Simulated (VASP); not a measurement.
## BiS: relaxation of cell and atoms with PBE

Crystal: BiS.

```
CELL_PARAMETERS angstrom
4.00294 0.00000 0.00000
0.00000 4.00294 0.00000
0.00000 0.00000 4.00294
ATOMIC_POSITIONS crystal
Bi 0.50000 0.50000 0.50000
S 0.00000 0.00000 0.00000
```

The cell was built from a structure type or drawn by symmetry, and may not be a known phase.

- Program: VASP 6.6.1
- Task: relaxation of cell and atoms
- Functional: PBE
- Potentials or basis: VASP PAW PBE potentials, release 64 (Bi_d, S)
- Cutoff: 600 eV
- k mesh: 4 × 4 × 4
- Occupations: gaussian, width 0.1 eV
- Spin: no spin polarisation
- Dipole correction: no
- Further INCAR settings: ALGO = Normal; EDIFF = 1e-07; IBRION = 2; EDIFFG = -0.04; NSW = 90; ISIF = 3

```json
{
  "Relaxed volume": "23.11 Å³/atom",
  "Relaxed cell": "a = 3.589 Å, b = 3.589 Å, c = 3.589 Å, α = 90.00°, β = 90.00°, γ = 90.00°",
  "Space group after relaxing (to 0.1 Å)": "Pm-3m (No. 221)",
  "Energy gained by relaxing": "423.6 meV/atom",
  "Ionic steps": "3",
  "Pressure after relaxing": "0.1 GPa",
  "Band gap on the k mesh": "zero (an odd number of electrons rules out a gap without spin polarisation)"
}
```

The path:
| step | energy change (eV) | largest force (eV/Å) | pressure (GPa) | volume (Å³) |
| --- | --- | --- | --- | --- |
| 1 | 0.0000 | 0.0000 | -11.21 | 64.14 |
| 2 | -0.8442 | 0.0000 | 1.21 | 45.49 |
| 3 | -0.8471 | 0.0000 | 0.09 | 46.22 |

Final structure:
```
Bi S
1.0
     3.58866    0.00000    0.00000
     0.00000    3.58866    0.00000
     0.00000    0.00000    3.58866
Bi S
1 1
Direct
  0.50000 0.50000 0.50000
  0.00000 0.00000 0.00000
```

Levels at points of the mesh, in eV from the Fermi level:
```tsv
k point	band 6	band 7	band 8	band 9	band 10	band 11	band 12	band 13	band 14
(0.00, 0.00, 0.00)	-15.12	-9.20	-3.05	-3.05	-3.05	3.94	4.50	4.50	4.50
(0.50, 0.00, 0.00)	-13.22	-12.00	-1.81	-1.69	-1.69	-1.59	1.73	1.73	5.52
(0.50, 0.50, 0.00)	-12.42	-10.57	-6.16	-6.16	-1.42	2.50	2.50	3.44	5.95
(0.50, 0.50, 0.50)	-12.06	-9.46	-3.80	-3.80	-3.80	-2.61	-2.61	-2.61	12.70
```

Run time: 16 s on 1 thread of Intel(R) Xeon(R) 6975P-C (Granite Rapids), with other jobs on the host, peak memory 0.18 GiB.

Caveat: the k points lie up to 0.44 Å⁻¹ apart in the final cell, too coarse for converged energies and pressures of a metal; the volume moved by over 15 % at a fixed basis, so the end points are rough; spin-orbit coupling is left out, which moves the levels of the heavy elements.
